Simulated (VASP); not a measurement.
# Ru (P6_3/mmc) in VASP: notebook

The runs below take Ru through single point, with PBEsol.

All numbers are computed with VASP 6.6.1; they aren't measurements. Logs are shortened: lines on timing, memory, paths and dates and some standing lists are left out, and cuts for length are marked.

### Step 1. The cell of the first run

The structure is hexagonal, space group P6_3/mmc (No. 194). Conventional cell: a = 2.655 Å, b = 2.655 Å, c = 4.197 Å, α = 90.00°, β = 90.00°, γ = 120.00°. Ru (site symmetry -6m2) has 12 Ru at 2.60 to 2.66 Å within 3.4 Å.

### Step 2. Single point, PBEsol

File INCAR:

```
PREC = Accurate ; ENCUT = 520
EDIFF = 1E-6 ; ISMEAR = -1
SIGMA = 0.1 ; LREAL = F
LASPH = T ; NELM = 60
ALGO = Normal ; ISIF = 2
LWAVE = F ; LCHARG = T
GGA = PS ; LELF = T
LVHAR = T ; NBANDS = 21
```

File KPOINTS:

```
regular mesh
0
Gamma
  20 20 12
```

File POSCAR:

```
Ru
1.0
    2.6550655170      0.0000000000      0.0000000000
   -1.3275327585      2.2993541865      0.0000000000
    0.0000000000      0.0000000000      4.1970264096
Ru
2
Direct
    0.3333333333      0.6666666667      0.2500000000
    0.6666666667      0.3333333333      0.7500000000
```

Potentials or basis: VASP PAW PBE potentials, release 64 (Ru_pv).

On the command line:

```sh
cat potpaw_PBE.64/Ru_pv/POTCAR > POTCAR
mpirun -np 1 vasp_std > vasp.out
```

OUTCAR:

```text
PREC = Accurate
   ENCUT = 520
   EDIFF = 1E-6
   ISMEAR = -1
   LREAL = F
   LASPH = T
   NELM = 60
   ISIF = 2
   GGA = PS

 ion  position               nearest neighbor table
   1  0.333  0.667  0.250-   2 2.60   2 2.60   2 2.60   2 2.60   2 2.60   2 2.60
   2  0.667  0.333  0.750-   1 2.60   1 2.60   1 2.60   1 2.60   1 2.60   1 2.60

  LATTYP: Found a hexagonal cell.
 ALAT       =     2.6550655170
 C/A-ratio  =     1.5807618994

  Lattice vectors:

 A1 = (   2.6550655170,   0.0000000000,   0.0000000000)
 A2 = (  -1.3275327585,   2.2993541865,   0.0000000000)
 A3 = (   0.0000000000,   0.0000000000,   4.1970264096)

Analysis of symmetry for initial positions (statically):
=====================================================================
 Subroutine PRICEL returns:
 Original cell was already a primitive cell.

 Routine SETGRP: Setting up the symmetry group for a
 hexagonal supercell.

 Subroutine GETGRP returns: Found 24 space group operations
 (whereof 12 operations were pure point group operations)
 out of a pool of 24 trial point group operations.

The static configuration has the point symmetry D_3d.
 The point group associated with its full space group is D_6h.

Analysis of symmetry for dynamics (positions and initial velocities):
=====================================================================
 Subroutine PRICEL returns:
 Original cell was already a primitive cell.

 Routine SETGRP: Setting up the symmetry group for a
 hexagonal supercell.

 Subroutine GETGRP returns: Found 24 space group operations
 (whereof 12 operations were pure point group operations)
 out of a pool of 24 trial point group operations.

The dynamic configuration has the point symmetry D_3d.
 The point group associated with its full space group is D_6h.

 Subroutine INISYM returns: Found 24 space group operations
 (whereof 12 operations are pure point group operations),
 and found     1 'primitive' translations

----------------------------------------------------------------------------------------

                                     Primitive cell

  volume of cell :      25.6226

  direct lattice vectors                    reciprocal lattice vectors
     2.655065517  0.000000000  0.000000000     0.376638540  0.217452362  0.000000000
    -1.327532759  2.299354187  0.000000000     0.000000000  0.434904725  0.000000000
     0.000000000  0.000000000  4.197026410     0.000000000  0.000000000  0.238263928

  length of vectors
     2.655065517  2.655065517  4.197026410     0.434904725  0.434904725  0.238263928

  position of ions in fractional coordinates (direct lattice)
     0.333333333  0.666666667  0.250000000
     0.666666667  0.333333333  0.750000000

  ion indices of the primitive-cell ions
   primitive index   ion index
                 1           1
                 2           2

----------------------------------------------------------------------------------------

 KPOINTS: regular mesh

Automatic generation of k-mesh.
 Grid dimensions read from file:
 generate k-points for:   20   20   12

 Generating k-lattice:

  Cartesian coordinates                     Fractional coordinates (reciprocal lattice)
     0.018831927  0.010872618  0.000000000     0.050000000 -0.000000000  0.000000000
     0.000000000  0.021745236  0.000000000     0.000000000  0.050000000  0.000000000
     0.000000000  0.000000000  0.019855327     0.000000000  0.000000000  0.083333333

  Length of vectors
     0.021745236  0.021745236  0.019855327

  Shift w.r.t. Gamma in fractional coordinates (k-lattice)
     0.000000000  0.000000000  0.000000000

 Subroutine IBZKPT returns following result:
 ===========================================

 Found    308 irreducible k-points:

 Following reciprocal coordinates:
            Coordinates               Weight
  0.000000  0.000000  0.000000      1.000000
  0.050000  0.000000  0.000000      6.000000
  0.100000  0.000000  0.000000      6.000000
  0.150000  0.000000  0.000000      6.000000
  0.200000  0.000000  0.000000      6.000000
  0.250000 -0.000000  0.000000      6.000000
[... 16 lines left out ...]
  0.200000  0.100000  0.000000     12.000000
  0.250000  0.100000  0.000000     12.000000
 [... further k-points ...]
   k-points           NKPTS =    308   k-points in BZ     NKDIM =    308   number of bands    NBANDS=     21
   number of dos      NEDOS =    301   number of ions     NIONS =      2
   total plane-waves  NPLWV =  12800
   dimension x,y,z NGX =    20 NGY =   20 NGZ =   32
   dimension x,y,z NGXF=    40 NGYF=   40 NGZF=   64
   ions per type =               2
   NGX,Y,Z   is equivalent  to a cutoff of  12.52, 12.52, 12.68 a.u.
   NGXF,Y,Z  is equivalent  to a cutoff of  25.05, 25.05, 25.35 a.u.
 SYSTEM =  unknown system
   PREC   = accura    normal or accurate (medium, high low for compatibility)
   ISTART =      0    job   : 0-new  1-cont  2-samecut
   ICHARG =      2    charge: 1-file 2-atom 10-const
   ISPIN  =      1    spin polarized calculation?
   LNONCOLLINEAR =      F non collinear calculations
   LSORBIT =      F    spin-orbit coupling
   LASPH  =      T    aspherical Exc in radial PAW
   ENCUT  =  520.0 eV  38.22 Ry    6.18 a.u.   4.94  4.94  7.80*2*pi/ulx,y,z
   NELM   =     60;   NELMIN=  2; NELMDL= -5     # of ELM steps
   EDIFF  = 0.1E-05   stopping-criterion for ELM
   LREAL  =      F    real-space projection
   EDIFFG = 0.1E-04   stopping-criterion for IOM
   NSW    =      0    number of steps for IOM
   IBRION =     -1    ionic relax: 0-MD 1-quasi-New 2-CG
   NFREE  =      0    steps in history (QN), initial steepest desc. (CG)
   ISIF   =      2    stress and relaxation
   ISYM   =      2    0-nonsym 1-usesym 2-fastsym
   POTIM  = 0.5000    time-step for ionic-motion
   TEBEG  =    0.0;   TEEND  =   0.0 temperature during run
   PSTRESS=    0.0 pullay stress
   NELECT =      28.0000    total number of electrons
   NUPDOWN=      -1.0000    fix difference up-down
   EMIN   =  10.00;   EMAX   =-10.00  energy-range for DOS
   EFERMI =   0.00;   METHOD = LEGACY
   ISMEAR =    -1;   SIGMA  =   0.10  broadening in eV -4-tet -1-fermi 0-gaus
   EFERMI_NEDOS =   21; number of points for ismear=-14 and -15
   IALGO  =     38    algorithm
   IMIX   =      4    mixing-type and parameters
     AMIX     =   0.40;   BMIX     =  1.00
     AMIX_MAG =   1.60;   BMIX_MAG =  1.00
  volume/ion in A,a.u.               =      12.81        86.45
  Fermi-wavevector in a.u.,A,eV,Ry     =   1.686242  3.186535 38.686970  2.843412
  Thomas-Fermi vector in A             =   2.768942
   LORBIT       =      0    0 simple, 1 ext, 2 COOP (PROOUT), +10 PAW based schemes
   GGA     = PS    functional components
   LHFCALC =     F    Hartree Fock is set to
   AEXX    =    0.0000 exact exchange contribution
   IVDW    =     0    specifies the selected vdW correction
   LEPSILON=     F    determine dielectric tensor
   LRPA    =     F    only Hartree local field effects (RPA)
 non-spin polarized calculation
  energy-cutoff  :      520.00
  volume of cell :       25.62
 maximum number of plane-waves:       710
 NGX is ok and might be reduce to    20
   NGX =  9   NGY =  9   NGZ = 15

 number of electron      27.9999992 magnetization

 Free energy of the ion-electron system (eV)
  ---------------------------------------------------
  ext. energy  EPLUGINS =         0.00000000
  ---------------------------------------------------
  free energy    TOTEN  =       -20.32141169 eV

  energy without entropy =      -20.27234521  energy(sigma->0) =      -20.29687845

 E-fermi :  13.8162     XC(G=0): -14.6432

 val. band max:       13.8148941267   @ k =   0.4000   0.0500   0.3333
 cond. band min:      13.8254224612   @ k =   0.4000  -0.0000   0.3333
 fundamental gap:      0.0105283344
 Fermi energy:        13.8162370726

 k-point     1 :       0.0000    0.0000    0.0000
  band No.  band energies     occupation
      1     -30.0531      2.00000
      2     -28.9189      2.00000
      3     -28.9189      2.00000
      4     -28.7133      2.00000
      5     -28.7133      2.00000
      6     -28.6599      2.00000
[... 13 lines left out ...]
     20      24.0043      0.00000
     21      24.8298      0.00000

 k-point     2 :       0.0500    0.0000    0.0000
  band No.  band energies     occupation
      1     -30.0427      2.00000
      2     -28.9413      2.00000
      3     -28.9265      2.00000
      4     -28.7368      2.00000
      5     -28.7163      2.00000
      6     -28.6647      2.00000
[... 13 lines left out ...]
     20      24.0043      0.00000
     21      24.8159      0.00000

 k-point     3 :       0.1000    0.0000    0.0000
  band No.  band energies     occupation
      1     -30.0120      2.00000
      2     -29.0064      2.00000
      3     -28.9482      2.00000
      4     -28.8043      2.00000
      5     -28.7251      2.00000
      6     -28.6791      2.00000
[... 13 lines left out ...]
     20      24.0043      0.00000
     21      24.7686      0.00000

 k-point     4 :       0.1500    0.0000    0.0000
  band No.  band energies     occupation
      1     -29.9625      2.00000
      2     -29.1079      2.00000
      3     -28.9812      2.00000
      4     -28.9078      2.00000
      5     -28.7394      2.00000
      6     -28.7032      2.00000
[... 13 lines left out ...]
     20      24.0041      0.00000
     21      24.6799      0.00000

 k-point     5 :       0.2000    0.0000    0.0000
  band No.  band energies     occupation
      1     -29.8966      2.00000
      2     -29.2356      2.00000
      3     -29.0351      2.00000
      4     -29.0217      2.00000
      5     -28.7585      2.00000
      6     -28.7370      2.00000
[... 13 lines left out ...]
     20      24.0041      0.00000
     21      24.5538      0.00000
[... 382 lines left out ...]
     20      24.0041      0.00000
     21      24.6327      0.00000

 k-point    22 :       0.1500    0.1000    0.0000
  band No.  band energies     occupation
      1     -29.8693      2.00000
      2     -29.2492      2.00000
      3     -29.1572      2.00000
      4     -28.9769      2.00000
      5     -28.7925      2.00000
      6     -28.7516      2.00000
[... 13 lines left out ...]
     20      24.0040      0.00000
     21      24.5276      0.00000

 k-point    23 :       0.2000    0.1000    0.0000
  band No.  band energies     occupation
      1     -29.7920      2.00000
      2     -29.3767      2.00000
      3     -29.2599      2.00000
      4     -29.0440      2.00000
      5     -28.8227      2.00000
      6     -28.7948      2.00000
[... 13 lines left out ...]
     20      24.0038      0.00000
     21      24.4286      0.00000

 k-point    24 :       0.2500    0.1000    0.0000
  band No.  band energies     occupation
      1     -29.7062      2.00000
      2     -29.5090      2.00000
      3     -29.3573      2.00000
      4     -29.1095      2.00000
      5     -28.8515      2.00000
      6     -28.8466      2.00000
[... 13 lines left out ...]
     20      24.0035      0.00000
     21      24.3557      0.00000

 [... further k-points ...]
[... 5 lines left out ...]
  --------------------------------------------------------------------------------------
  -------------------------------------------------------------------------------------
  Total        2.4108183      2.4108183      2.4095478     -0.0000000      0.0000000      0.0000000
  in kB      150.7482362    150.7482362    150.6687964     -0.0000000      0.0000000      0.0000000
  external PRESSURE =     150.7217563 kB  Pullay stress =       0.0000000 kB

 VOLUME and BASIS-vectors are now :
 -----------------------------------------------------------------------------
  energy-cutoff  :      520.00
  volume of cell :       25.62
      direct lattice vectors                 reciprocal lattice vectors
     2.655065517  0.000000000  0.000000000     0.376638540  0.217452362  0.000000000
    -1.327532759  2.299354187  0.000000000     0.000000000  0.434904725  0.000000000
     0.000000000  0.000000000  4.197026410     0.000000000  0.000000000  0.238263928

 POSITION                                       TOTAL-FORCE (eV/Angst)
 -----------------------------------------------------------------------------------
     -0.00000      1.53290      1.04926        -0.000000      0.000000      0.000000
      1.32753      0.76645      3.14777         0.000000     -0.000000      0.000000
 -----------------------------------------------------------------------------------
    total drift:                                0.000000     -0.000000      0.000000

  FREE ENERGIE OF THE ION-ELECTRON SYSTEM (eV)
  ---------------------------------------------------
  free  energy   TOTEN  =       -20.3214116904 eV

  energy  without entropy=      -20.2723452061  energy(sigma->0) =      -20.29687845
```

Wall time 46 s (1 thread of AMD EPYC 9R45 (Zen 5), shared host); peak memory 0.21 GiB.

Results:

- Free energy: -20.3214 eV
- Pressure: 15.1 GPa
- Band gap on the k mesh: zero (bands 14 and 15 overlap by 3.56 eV)

Levels at points of the mesh, in eV from the Fermi level:
| k point | band 10 | band 11 | band 12 | band 13 | band 14 | band 15 | band 16 | band 17 | band 18 | band 19 |
| --- | --- | --- | --- | --- | --- | --- | --- | --- | --- | --- |
| (0.00, 0.00, 0.00) | -2.88 | -2.67 | -2.12 | -2.12 | -1.55 | -1.55 | 1.27 | 1.27 | 1.30 | 10.17 |
| (0.50, 0.00, 0.00) | -3.33 | -2.27 | -1.95 | -1.67 | 1.56 | 2.02 | 2.11 | 4.36 | 6.51 | 10.18 |
| (0.00, 0.00, 0.50) | -3.06 | -3.06 | -3.06 | -2.95 | -2.95 | 0.59 | 0.59 | 0.59 | 0.59 | 10.19 |
| (0.50, 0.00, 0.50) | -4.97 | -1.19 | -1.19 | 0.45 | 0.45 | 1.84 | 1.84 | 3.58 | 3.58 | 10.18 |

Caveat: the cell stands under pressure; the PAW data sets were made with another functional, which shifts forces and pressure a little.

### Step 3. Single point, PBEsol

This run uses another cell than the first one, of 12.97 Å³/atom.

File INCAR:

```
PREC = Accurate
ENCUT = 520
EDIFF = 1E-6
ISMEAR = -1
SIGMA = 0.1
LREAL = F
LASPH = T
NELM = 60
ALGO = Normal
ISIF = 2
LWAVE = F
LCHARG = F
GGA = PS
NBANDS = 21
```

KPOINTS is that of step 2.

File POSCAR:

```
Ru
1.0
    2.6664570253      0.0000000000      0.0000000000
   -1.3332285126      2.3092195220      0.0000000000
    0.0000000000      0.0000000000      4.2127365626
Ru
2
Direct
    0.3333333333      0.6666666667      0.2500000000
    0.6666666667      0.3333333333      0.7500000000
```

Potentials or basis: VASP PAW PBE potentials, release 64 (Ru_pv).

On the command line:

```sh
cat potpaw_PBE.64/Ru_pv/POTCAR > POTCAR
mpirun -np 1 vasp_std > vasp.out
```

Wall time 44 s (1 thread of AMD EPYC 9R45 (Zen 5), shared host); peak memory 0.21 GiB.

It converged, with:

```
Free energy            : -20.3464 eV
Pressure               : 10.1 GPa
Band gap on the k mesh : zero (bands 14 and 15 overlap by 3.49 eV)
```

Levels at points of the mesh, in eV from the Fermi level:
```tsv
k point	band 10	band 11	band 12	band 13	band 14	band 15	band 16	band 17	band 18	band 19
(0.00, 0.00, 0.00)	-2.82	-2.61	-2.08	-2.08	-1.53	-1.53	1.25	1.25	1.29	10.18
(0.50, 0.00, 0.00)	-3.28	-2.23	-1.93	-1.64	1.52	1.98	2.07	4.29	6.41	10.20
(0.00, 0.00, 0.50)	-3.00	-3.00	-3.00	-2.90	-2.90	0.58	0.58	0.58	0.58	10.20
(0.50, 0.00, 0.50)	-4.88	-1.17	-1.17	0.44	0.44	1.80	1.80	3.53	3.53	10.19
```

Caveat: the cell stands under pressure; the PAW data sets were made with another functional, which shifts forces and pressure a little.

### Step 4. Single point, PBEsol

This run uses another cell than the first one, of 13.07 Å³/atom.

File INCAR:

```
ALGO = Normal ; EDIFF = 1E-7
ENCUT = 520 ; GGA = PS
ISIF = 2 ; ISMEAR = -1
LASPH = True ; LCHARG = True
LELF = True ; LREAL = False
LVHAR = True ; LWAVE = False
NBANDS = 21 ; NELM = 80
PREC = Accurate ; SIGMA = 0.1
```

File KPOINTS:

```
k-points
0
Gamma
  20 20 12
```

File POSCAR:

```
Ru
1.0
    2.6737127045      0.0000000000      0.0000000000
   -1.3368563523      2.3155031245      0.0000000000
    0.0000000000      0.0000000000      4.2228532982
Ru
2
Direct
    0.3333333333      0.6666666667      0.2500000000
    0.6666666667      0.3333333333      0.7500000000
```

On the command line:

```sh
cat potpaw_PBE.64/Ru_pv/POTCAR > POTCAR
mpirun -np 1 vasp_std > vasp.out
```

Run time: 47 s. Hardware: 1 thread of AMD EPYC 9R45 (Zen 5), shared host; peak memory 0.21 GiB.

Results (log left out):

* Free energy: -20.3574 eV
* Pressure: 7.0 GPa
* Band gap on the k mesh: zero (bands 14 and 15 overlap by 3.45 eV)

Levels at points of the mesh, in eV from the Fermi level:
```tsv
k point	band 11	band 12	band 13	band 14	band 15	band 16	band 17	band 18
(0.00, 0.00, 0.00)	-2.58	-2.05	-2.05	-1.51	-1.51	1.24	1.24	1.28
(0.50, 0.00, 0.00)	-2.20	-1.92	-1.62	1.50	1.95	2.05	4.24	6.35
(0.00, 0.00, 0.50)	-2.97	-2.97	-2.88	-2.88	0.57	0.57	0.57	0.57
(0.50, 0.00, 0.50)	-1.15	-1.15	0.43	0.43	1.77	1.77	3.49	3.49
```

Caveat: the cell stands under pressure; the PAW data sets were made with another functional, which shifts forces and pressure a little.

### Step 5. The runs side by side

| cell | gap on the mesh (eV) | pressure (GPa) |
| --- | --- | --- |
| a = 2.655, b = 2.655, c = 4.197 Å, angles 90.0, 90.0, 120.0°, 2 atoms | none | 15.1 |
| a = 2.666, b = 2.666, c = 4.213 Å, angles 90.0, 90.0, 120.0°, 2 atoms | none | 10.1 |
| a = 2.674, b = 2.674, c = 4.223 Å, angles 90.0, 90.0, 120.0°, 2 atoms | none | 7.0 |

Alike in all rows: task single point; level PBEsol; potentials or basis VASP PAW PBE potentials, release 64 (Ru_pv); no spin polarisation; k mesh 20 × 20 × 12; cutoff (eV) 520; smearing fermi-dirac 0.1 eV.

Caveats: the cell stands under pressure; the PAW data sets were made with another functional, which shifts forces and pressure a little.

Total energies depend on the potentials used, so only differences within one code and one set of settings carry meaning.
